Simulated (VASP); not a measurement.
# O in VASP: further runs

Runs on O. Level: PBE. Tasks: single point.

Everything below comes from runs of VASP 6.6.1. Logs are shortened: lines on timing, memory, paths and dates and some standing lists are left out, and cuts for length are marked.

## 1. The cell of the first run

The cell holds a disordered packing, 12 atoms: a = 7.157 Å, b = 7.157 Å, c = 7.157 Å, α = 90.00°, β = 90.00°, γ = 90.00°.

## 2. Single point, PBE, collinear spin, ferromagnetic start

Contents of INCAR:

```
SYSTEM = O
PREC = Accurate ; ENCUT = 1000
EDIFF = 1E-6 ; ISMEAR = -1
SIGMA = 0.02 ; LREAL = .FALSE.
LASPH = .TRUE. ; NELM = 200
ALGO = Normal ; ISIF = 2
LWAVE = .FALSE. ; LCHARG = .TRUE.
ISPIN = 2 ; MAGMOM = 0.56 0.56 0.56 0.56 0.56 0.56 0.56 0.56 0.56 0.56 0.56 0.56
LORBIT = 11 ; GGA = PE
LELF = .TRUE. ; LVHAR = .TRUE.
NBANDS = 52 ; GGA_COMPAT = .FALSE.
```

Contents of KPOINTS:

```
Automatic mesh
0
G
  1 1 1
  0 0 0
```

Contents of POSCAR:

```
O
1.0
    7.1569970000      0.0000000000      0.0000000000
    0.0000000000      7.1569970000      0.0000000000
    0.0000000000      0.0000000000      7.1569970000
O
12
Direct
    0.0530809221      0.6975411615      0.5032417926
    0.1693168238      0.7714548434      0.4079923465
    0.7390529855      0.0228447769      0.4895069818
    0.7672631412      0.1907643667      0.5150484204
    0.2750315530      0.5546739785      0.0658236967
    0.2082996542      0.6842394932     -0.0196870280
    0.5664386893      0.6308511796      0.7441109728
    0.5067209054      0.5121561459      0.6402266202
    0.2100322244      0.1771553069      0.7165156000
    0.2439011781      0.0762051458      0.8514185489
    0.8089146887      0.8948585559      0.1421685660
    0.7638958071      0.9164737669     -0.0183177386
```

Potentials or basis: VASP PAW PBE potentials, release 64 (O_h).

On the command line:

```
cat potpaw_PBE.64/O_h/POTCAR > POTCAR
mpirun -np 1 vasp_gam > vasp.out
```

OUTCAR:

```text
SYSTEM = O
   PREC = Accurate
   ENCUT = 1000
   EDIFF = 1E-6
   ISMEAR = -1
   LREAL = .FALSE.
   LASPH = .TRUE.
   NELM = 200
   ISIF = 2
   ISPIN = 2
   LORBIT = 11
   GGA = PE

 ion  position               nearest neighbor table
   1  0.053  0.698  0.503-   2 1.20
   2  0.169  0.771  0.408-   1 1.20
   3  0.739  0.023  0.490-   4 1.23
   4  0.767  0.191  0.515-   3 1.23
   5  0.275  0.555  0.066-   6 1.21
   6  0.208  0.684  0.980-   5 1.21
   7  0.566  0.631  0.744-   8 1.21
   8  0.507  0.512  0.640-   7 1.21
   9  0.210  0.177  0.717-  10 1.23
  10  0.244  0.076  0.851-   9 1.23
  11  0.809  0.895  0.142-  12 1.20
  12  0.764  0.916  0.982-  11 1.20

  LATTYP: Found a simple cubic cell.
 ALAT       =     7.1569970000

  Lattice vectors:

 A1 = (   7.1569970000,   0.0000000000,   0.0000000000)
 A2 = (   0.0000000000,   7.1569970000,   0.0000000000)
 A3 = (   0.0000000000,   0.0000000000,   7.1569970000)

Analysis of symmetry for initial positions (statically):
=====================================================================
 Subroutine PRICEL returns:
 Original cell was already a primitive cell.

 Routine SETGRP: Setting up the symmetry group for a
 simple cubic supercell.

 Subroutine GETGRP returns: Found  1 space group operations
 (whereof  1 operations were pure point group operations)
 out of a pool of 48 trial point group operations.

The static configuration has the point symmetry C_1 .

Analysis of symmetry for dynamics (positions and initial velocities):
=====================================================================
 Subroutine PRICEL returns:
 Original cell was already a primitive cell.

 Routine SETGRP: Setting up the symmetry group for a
 simple cubic supercell.

 Subroutine GETGRP returns: Found  1 space group operations
 (whereof  1 operations were pure point group operations)
 out of a pool of 48 trial point group operations.

The dynamic configuration has the point symmetry C_1 .

Analysis of structural, dynamic, and magnetic symmetry:
=====================================================================
 Subroutine PRICEL returns:
 Original cell was already a primitive cell.

 Routine SETGRP: Setting up the symmetry group for a
 simple cubic supercell.

 Subroutine GETGRP returns: Found  1 space group operations
 (whereof  1 operations were pure point group operations)
 out of a pool of 48 trial point group operations.

The overall configuration has the point symmetry C_1 .

 Subroutine INISYM returns: Found  1 space group operations
 (whereof  1 operations are pure point group operations),
 and found     1 'primitive' translations

----------------------------------------------------------------------------------------

                                     Primitive cell

  volume of cell :     366.6000

  direct lattice vectors                    reciprocal lattice vectors
     7.156997000  0.000000000  0.000000000     0.139723406  0.000000000  0.000000000
     0.000000000  7.156997000  0.000000000     0.000000000  0.139723406  0.000000000
     0.000000000  0.000000000  7.156997000     0.000000000  0.000000000  0.139723406

  length of vectors
     7.156997000  7.156997000  7.156997000     0.139723406  0.139723406  0.139723406

  position of ions in fractional coordinates (direct lattice)
     0.053080922  0.697541161  0.503241793
     0.169316824  0.771454843  0.407992347
     0.739052986  0.022844777  0.489506982
     0.767263141  0.190764367  0.515048420
     0.275031553  0.554673978  0.065823697
     0.208299654  0.684239493  0.980312972
     0.566438689  0.630851180  0.744110973
     0.506720905  0.512156146  0.640226620
     0.210032224  0.177155307  0.716515600
     0.243901178  0.076205146  0.851418549
     0.808914689  0.894858556  0.142168566
     0.763895807  0.916473767  0.981682261

  ion indices of the primitive-cell ions
   primitive index   ion index
                 1           1
                 2           2
                 3           3
                 4           4
                 5           5
                 6           6
                 7           7
                 8           8
                 9           9
                10          10
                11          11
                12          12

----------------------------------------------------------------------------------------

 KPOINTS: Automatic mesh

Automatic generation of k-mesh.
 Grid dimensions read from file:
 generate k-points for:    1    1    1

 Generating k-lattice:

  Cartesian coordinates                     Fractional coordinates (reciprocal lattice)
     0.139723406  0.000000000  0.000000000     1.000000000  0.000000000  0.000000000
     0.000000000  0.139723406  0.000000000     0.000000000  1.000000000  0.000000000
     0.000000000  0.000000000  0.139723406     0.000000000  0.000000000  1.000000000

  Length of vectors
     0.139723406  0.139723406  0.139723406

  Shift w.r.t. Gamma in fractional coordinates (k-lattice)
     0.000000000  0.000000000  0.000000000

 Subroutine IBZKPT returns following result:
 ===========================================

 Found      1 irreducible k-points:

 Following reciprocal coordinates:
            Coordinates               Weight
  0.000000  0.000000  0.000000      1.000000
   k-points           NKPTS =      1   k-points in BZ     NKDIM =      1   number of bands    NBANDS=     52
   number of dos      NEDOS =    301   number of ions     NIONS =     12
   total plane-waves  NPLWV = 512000
   dimension x,y,z NGX =    80 NGY =   80 NGZ =   80
   dimension x,y,z NGXF=   160 NGYF=  160 NGZF=  160
   ions per type =              12
   NGX,Y,Z   is equivalent  to a cutoff of  18.58, 18.58, 18.58 a.u.
   NGXF,Y,Z  is equivalent  to a cutoff of  37.17, 37.17, 37.17 a.u.
 SYSTEM =  O
   PREC   = accura    normal or accurate (medium, high low for compatibility)
   ISTART =      0    job   : 0-new  1-cont  2-samecut
   ICHARG =      2    charge: 1-file 2-atom 10-const
   ISPIN  =      2    spin polarized calculation?
   LNONCOLLINEAR =      F non collinear calculations
   LSORBIT =      F    spin-orbit coupling
   LASPH  =      T    aspherical Exc in radial PAW
   ENCUT  = 1000.0 eV  73.50 Ry    8.57 a.u.  18.45 18.45 18.45*2*pi/ulx,y,z
   NELM   =    200;   NELMIN=  2; NELMDL= -5     # of ELM steps
   EDIFF  = 0.1E-05   stopping-criterion for ELM
   LREAL  =      F    real-space projection
[... 7 lines left out ...]
   TEBEG  =    0.0;   TEEND  =   0.0 temperature during run
   PSTRESS=    0.0 pullay stress
   NELECT =      72.0000    total number of electrons
   NUPDOWN=      -1.0000    fix difference up-down
   EMIN   =  10.00;   EMAX   =-10.00  energy-range for DOS
   EFERMI =   0.00;   METHOD = LEGACY
   ISMEAR =    -1;   SIGMA  =   0.02  broadening in eV -4-tet -1-fermi 0-gaus
   EFERMI_NEDOS =   21; number of points for ismear=-14 and -15
   IALGO  =     38    algorithm
   IMIX   =      4    mixing-type and parameters
     AMIX     =   0.40;   BMIX     =  1.00
     AMIX_MAG =   1.60;   BMIX_MAG =  1.00
  volume/ion in A,a.u.               =      30.55       206.16
  Fermi-wavevector in a.u.,A,eV,Ry     =   0.951601  1.798265 12.320677  0.905544
  Thomas-Fermi vector in A             =   2.080086
   LORBIT       =     11    0 simple, 1 ext, 2 COOP (PROOUT), +10 PAW based schemes
   GGA     = PE    functional components
   LHFCALC =     F    Hartree Fock is set to
   AEXX    =    0.0000 exact exchange contribution
   IVDW    =     0    specifies the selected vdW correction
   LEPSILON=     F    determine dielectric tensor
   LRPA    =     F    only Hartree local field effects (RPA)
 spin polarized calculation
  energy-cutoff  :     1000.00
  volume of cell :      366.60
 maximum number of plane-waves:     13097
 NGX is ok and might be reduce to    80
   NGX = 37   NGY = 37   NGZ = 37

 number of electron      72.0000000 magnetization       6.7200000

 number of electron      71.9999998 magnetization      12.0001018

 Free energy of the ion-electron system (eV)
  ---------------------------------------------------
  ext. energy  EPLUGINS =         0.00000000
  ---------------------------------------------------
  free energy    TOTEN  =       -60.27482731 eV

  energy without entropy =      -60.27482731  energy(sigma->0) =      -60.27482731

 E-fermi :  -3.4937     XC(G=0):  -5.1861

 val. band max:       -4.0090953819   @ k =   0.0000   0.0000   0.0000
 cond. band min:      -2.1485391351   @ k =   0.0000   0.0000   0.0000
 fundamental gap:      1.8605562469
 Fermi energy:        -3.4937269725

 spin component 1

 k-point     1 :       0.0000    0.0000    0.0000
  band No.  band energies     occupation
      1     -30.5321      1.00000
      2     -30.4264      1.00000
      3     -30.3474      1.00000
      4     -30.3088      1.00000
      5     -29.8826      1.00000
      6     -29.7926      1.00000
[... 40 lines left out ...]
     47       3.9598      0.00000
     48       4.1722      0.00000
 Fermi energy:        -3.4937269725

 spin component 2

 k-point     1 :       0.0000    0.0000    0.0000
  band No.  band energies     occupation
      1     -29.3615      1.00000
      2     -29.2498      1.00000
      3     -29.1693      1.00000
      4     -29.1286      1.00000
      5     -28.6847      1.00000
      6     -28.5905      1.00000
[... 40 lines left out ...]
     47       4.3428      0.00000
     48       4.5901      0.00000
 [bands above 48 left out]

------------------------ aborting loop because EDIFF is reached ----------------------------------------

  FORCE on cell =-STRESS in cart. coord.  units (eV):
  Direction    XX          YY          ZZ          XY          YZ          ZX
  --------------------------------------------------------------------------------------
  -------------------------------------------------------------------------------------
  Total        1.4018528      0.4197156      2.7351562      0.3631435      0.0336951     -0.3058717
  in kB        6.1266135      1.8343121     11.9536409      1.5870710      0.1472601     -1.3367721
  external PRESSURE =       6.6381889 kB  Pullay stress =       0.0000000 kB

 VOLUME and BASIS-vectors are now :
 -----------------------------------------------------------------------------
  energy-cutoff  :     1000.00
  volume of cell :      366.60
      direct lattice vectors                 reciprocal lattice vectors
     7.156997000  0.000000000  0.000000000     0.139723406  0.000000000  0.000000000
     0.000000000  7.156997000  0.000000000     0.000000000  0.139723406  0.000000000
     0.000000000  0.000000000  7.156997000     0.000000000  0.000000000  0.139723406

 POSITION                                       TOTAL-FORCE (eV/Angst)
 -----------------------------------------------------------------------------------
      0.37990      4.99230      3.60170        -1.053175     -0.701985      0.882002
      1.21180      5.52130      2.92000         1.053471      0.715832     -0.803760
      5.28940      0.16350      3.50340         0.101356      0.905588      0.313367
      5.49130      1.36530      3.68620        -0.127482     -0.857060     -0.134290
      1.96840      3.96980      0.47110         0.263885     -0.563113      0.315967
      1.49080      4.89710      7.01610        -0.292634      0.475451     -0.325485
      4.05400      4.51500      5.32560         0.350234      0.599016      0.488470
      3.62660      3.66550      4.58210        -0.317318     -0.591074     -0.547452
      1.50320      1.26790      5.12810         0.134910     -0.441620      0.583083
      1.74560      0.54540      6.09360        -0.139860      0.479194     -0.593167
      5.78940      6.40450      1.01750         0.337279     -0.199351      1.008098
      5.46720      6.55920      7.02590        -0.310666      0.179122     -1.186833
 -----------------------------------------------------------------------------------
    total drift:                               -0.001535     -0.000759      0.000040

  FREE ENERGIE OF THE ION-ELECTRON SYSTEM (eV)
  ---------------------------------------------------
  free  energy   TOTEN  =       -60.2748273132 eV

  energy  without entropy=      -60.2748273132  energy(sigma->0) =      -60.27482731

 total charge

# of ion       s       p       d       tot
------------------------------------------
    1        1.087   2.234   0.000   3.322
    2        1.087   2.235   0.000   3.323
    3        1.092   2.207   0.000   3.299
    4        1.091   2.207   0.000   3.298
    5        1.088   2.226   0.000   3.314
    6        1.089   2.225   0.000   3.314
    7        1.089   2.227   0.000   3.316
    8        1.088   2.227   0.000   3.316
    9        1.091   2.208   0.000   3.299
   10        1.091   2.208   0.000   3.299
   11        1.089   2.231   0.000   3.320
   12        1.088   2.231   0.000   3.319
--------------------------------------------------
tot         13.070  26.668   0.000  39.738

 magnetization (x)

# of ion       s       p       d       tot
------------------------------------------
    1        0.014   0.606   0.000   0.620
    2        0.013   0.606   0.000   0.619
    3        0.014   0.610   0.000   0.624
    4        0.014   0.608   0.000   0.622
    5        0.014   0.606   0.000   0.620
    6        0.014   0.607   0.000   0.621
    7        0.014   0.606   0.000   0.620
    8        0.014   0.607   0.000   0.620
    9        0.014   0.608   0.000   0.622
   10        0.014   0.608   0.000   0.621
   11        0.014   0.607   0.000   0.621
   12        0.014   0.607   0.000   0.620
--------------------------------------------------
tot          0.164   7.285   0.000   7.449
```

Run time: 5.4 min. Hardware: 1 thread of Intel Xeon Platinum 8175M at 2.50GHz (Skylake/Cascade Lake), shared host; peak memory 1.2 GiB.

Results:

```yaml
Free_energy: -60.2748 eV
Pressure: 0.7 GPa
Largest_force: 1.543 eV/Å
Net_moment: 12.00 μB per cell
Site_moments: O +0.62 μB
Valence_electrons_inside_the_program's_atomic_spheres: O 3.32, 3.30, 3.31 (each value once)
```

Forces in eV/Å, atoms in the order of the input:
```
O   -1.053 -0.702  0.882
O    1.053  0.716 -0.804
O    0.101  0.906  0.313
O   -0.127 -0.857 -0.134
O    0.264 -0.563  0.316
O   -0.293  0.475 -0.325
O    0.350  0.599  0.488
O   -0.317 -0.591 -0.547
O    0.135 -0.442  0.583
O   -0.140  0.479 -0.593
O    0.337 -0.199  1.008
O   -0.311  0.179 -1.187
```

Stress tensor (GPa, compression positive):
```
 0.61  0.16 -0.13
 0.16  0.18  0.01
-0.13  0.01  1.20
```

Levels at points of the mesh, in eV from the Fermi level:
Spin up:
```csv
k point,band 39,band 40,band 41,band 42,band 43,band 44,band 45,band 46
"(0.00, 0.00, 0.00)",-0.65,-0.58,-0.53,-0.52,5.06,6.84,7.01,7.37
```
Spin down:
```tsv
k point	band 26	band 27	band 28	band 29	band 30	band 31	band 32	band 33	band 34	band 35
(0.00, 0.00, 0.00)	-5.38	-5.32	-5.28	-5.24	-5.22	1.35	1.37	1.39	1.42	1.49
```

Caveat: the k points lie up to 0.88 Å⁻¹ apart, too coarse for converged energies, forces and pressures.

## 3. Single point, PBE, collinear spin, ferromagnetic start

Contents of INCAR:

```
SYSTEM = O
PREC = Accurate
ENCUT = 1000
EDIFF = 1E-6
ISMEAR = -1
SIGMA = 0.02
LREAL = .FALSE.
LASPH = .TRUE.
NELM = 200
ALGO = Normal
ISIF = 2
LWAVE = .FALSE.
LCHARG = .FALSE.
ISPIN = 2
MAGMOM = 0.56 0.56 0.56 0.56 0.56 0.56 0.56 0.56 0.56 0.56 0.56 0.56
LORBIT = 11
GGA = PE
NBANDS = 52
GGA_COMPAT = .FALSE.
```

Contents of KPOINTS:

```
regular mesh
0
G
  1 1 1
  0 0 0
```

Contents of POSCAR:

```
O
1.0
    7.1569970000      0.0000000000      0.0000000000
    0.0000000000      7.1569970000      0.0000000000
    0.0000000000      0.0000000000      7.1569970000
O
12
Direct
    0.1232779614      0.6858183677      0.5635184701
    0.1167808230      0.8219508825      0.4519493301
    0.7467098282      0.0121419640      0.6153418815
    0.7665226072      0.1304178275      0.4994552883
    0.2530390889      0.5010900522      0.0321783005
    0.0887942247      0.5351965356      0.0705603202
    0.5835967236      0.5031719309      0.8421688594
    0.5202461312      0.5721813213      0.6962417338
    0.1277351381      0.1820316538      0.7406737770
    0.2864749000      0.1090122016      0.7295797385
    0.7502308580      0.8747942747      0.1183876422
    0.7212661959      0.9114297519     -0.0475758199
```

Potentials or basis: VASP PAW PBE potentials, release 64 (O_h).

On the command line:

```
cat potpaw_PBE.64/O_h/POTCAR > POTCAR
mpirun -np 1 vasp_gam > vasp.out
```

Run time: 2.1 min. Hardware: 1 thread of AMD EPYC 7R43 (Zen 3), shared host; peak memory 1.2 GiB.

It converged, with:

```yaml
Free_energy: -60.1182 eV
Pressure: -0.8 GPa
Largest_force: 2.574 eV/Å
Net_moment: 12.00 μB per cell
Site_moments: O +0.62 μB
Valence_electrons_inside_the_program's_atomic_spheres: O 3.28, 3.33, 3.30, 3.29 (each value once)
```

Forces on the atoms (eV/Å):
```
O   -0.120  1.977 -1.637
O    0.099 -2.021  1.591
O   -0.255 -1.337  1.058
O    0.206  1.450 -1.396
O   -0.919  0.173  0.276
O    0.776 -0.165 -0.181
O   -0.404  0.566 -1.319
O    0.573 -0.602  1.229
O    1.982 -0.881 -0.121
O   -1.923  0.913  0.159
O   -0.168  0.184 -0.912
O    0.152 -0.258  1.252
```

Stress tensor (GPa, compression positive):
```
-1.23  0.82 -0.35
 0.82 -0.57  0.47
-0.35  0.47 -0.68
```

Levels at points of the mesh, in eV from the Fermi level:
Spin up:
| k point | band 38 | band 39 | band 40 | band 41 | band 42 | band 43 | band 44 | band 45 | band 46 | band 47 |
| --- | --- | --- | --- | --- | --- | --- | --- | --- | --- | --- |
| (0.00, 0.00, 0.00) | -0.89 | -0.88 | -0.87 | -0.54 | -0.49 | 5.02 | 6.67 | 6.90 | 7.11 | 7.35 |
Spin down:
| k point | band 27 | band 28 | band 29 | band 30 | band 31 | band 32 | band 33 | band 34 |
| --- | --- | --- | --- | --- | --- | --- | --- | --- |
| (0.00, 0.00, 0.00) | -5.18 | -5.10 | -5.05 | -4.92 | 1.07 | 1.13 | 1.15 | 1.20 |

Caveat: the k points lie up to 0.88 Å⁻¹ apart, too coarse for converged energies, forces and pressures.

[end of part 1 of 2]
